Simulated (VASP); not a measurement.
Wanted: the native input for a VASP 6.6.1 run.

* Task: single point
* Functional: PBE
* Potentials or basis: VASP PAW PBE potentials, release 64 (Al, H)
* Cutoff: 520 eV
* k mesh: 6 × 6 × 1
* Occupations: gaussian, width 0.1 eV
* Spin: no spin polarisation
* Dipole correction: yes
* Further INCAR settings: ALGO = Normal; EDIFF = 1e-06; NBANDS = 30

The structure of Al12H lies in POSCAR:

```
Al12H
1.0
    5.7135165838      0.0000000000      0.0000000000
   -2.8567582919      4.9480505065      0.0000000000
    0.0000000000      0.0000000000     20.1013781936
Al H
12 1
Direct
    0.3333333333      0.1666666666      0.1989913309
    0.3333333333      0.6666666666      0.1989913309
    0.8333333333      0.1666666666      0.1989913309
    0.8333333333      0.6666666666      0.1989913309
    0.1666666667      0.3333333334      0.3134471578
    0.1666666667      0.8333333333      0.3134471578
    0.6666666667      0.3333333333      0.3134471578
    0.6666666667      0.8333333333      0.3134471578
    0.0000000000      0.0000000000      0.4278999236
    0.0000000000      0.5000000000      0.4278999236
    0.5000000000      0.0000000000      0.4278999236
    0.5000000000      0.5000000000      0.4278999236
    0.0000000000      0.2500000000      0.4840153437
```

These files were run (other wordings do the same):

INCAR

```
SYSTEM = Al12H
PREC = Accurate
ENCUT = 520
EDIFF = 1E-6
ISMEAR = 0
SIGMA = 0.1
LREAL = .False.
LASPH = .True.
NELM = 60
ALGO = Normal
ISIF = 2
LWAVE = .False.
LCHARG = .False.
LDIPOL = .True.
IDIPOL = 3
DIPOL = 0.5 0.5 0.327
GGA = PE
NBANDS = 30
```

KPOINTS

```
regular mesh
0
Gamma
  6 6 1
  0 0 0
```

Potentials or basis: VASP PAW PBE potentials, release 64 (Al, H).

The run is started by

```console
$ cat potpaw_PBE.64/Al/POTCAR potpaw_PBE.64/H/POTCAR > POTCAR
$ mpirun -np 1 vasp_std > vasp.out
```

Results of the run:

```yaml
Largest_force: 0.544 eV/Å
Band_gap_on_the_k_mesh: zero (an odd number of electrons rules out a gap without spin polarisation)
```

Wall time 4 min on 1 thread of AMD EPYC 9R45 96-Core Processor (Zen 5), with other jobs on the host, peak memory 0.6 GiB.
